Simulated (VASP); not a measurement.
A run of VASP 6.6.1:

Contents of INCAR:

```
SYSTEM = Ta
PREC     = Accurate       ! precision mode
ENCUT    = 520            ! plane-wave cutoff, eV
EDIFF    = 1E-7           ! SCF threshold, eV
ISMEAR   = 1              ! smearing method
SIGMA    = 0.3            ! smearing width, eV
LREAL    = .FALSE.        ! projectors in reciprocal space
LASPH    = .TRUE.         ! aspherical terms in the spheres
NELM     = 60             ! most SCF steps
ALGO     = Normal         ! electronic algorithm
ISIF     = 2              ! what is computed and relaxed
LWAVE    = .FALSE.        ! write WAVECAR
LCHARG   = .FALSE.        ! write CHGCAR
GGA      = PS             ! functional
NBANDS   = 12             ! bands
```

KPOINTS

```
Automatic mesh
0
G
  10 10 10
  0 0 0
```

POSCAR

```
Ta
1.0
   -1.6512800000      1.6512800000      1.6512800000
    1.6512800000     -1.6512800000      1.6512800000
    1.6512800000      1.6512800000     -1.6512800000
Ta
1
Direct
    0.0000000000      0.0000000000      0.0000000000
```

Potentials or basis: VASP PAW PBE potentials, release 64 (Ta_pv).

Run with:

```bash
$ cat potpaw_PBE.64/Ta_pv/POTCAR > POTCAR
$ mpirun -np 1 vasp_std > vasp.out
```

Hardware: 1 thread of Intel(R) Xeon(R) Platinum 8124M CPU @ 3.00GHz (Skylake/Cascade Lake) (shared host).

Task: How long does it take, and how much memory?

Result: It took 6.9 s on 1 thread of Intel(R) Xeon(R) Platinum 8124M CPU @ 3.00GHz (Skylake/Cascade Lake) (shared host), peak memory 0.14 GiB. Counts: scf iterations 12, k points 47.
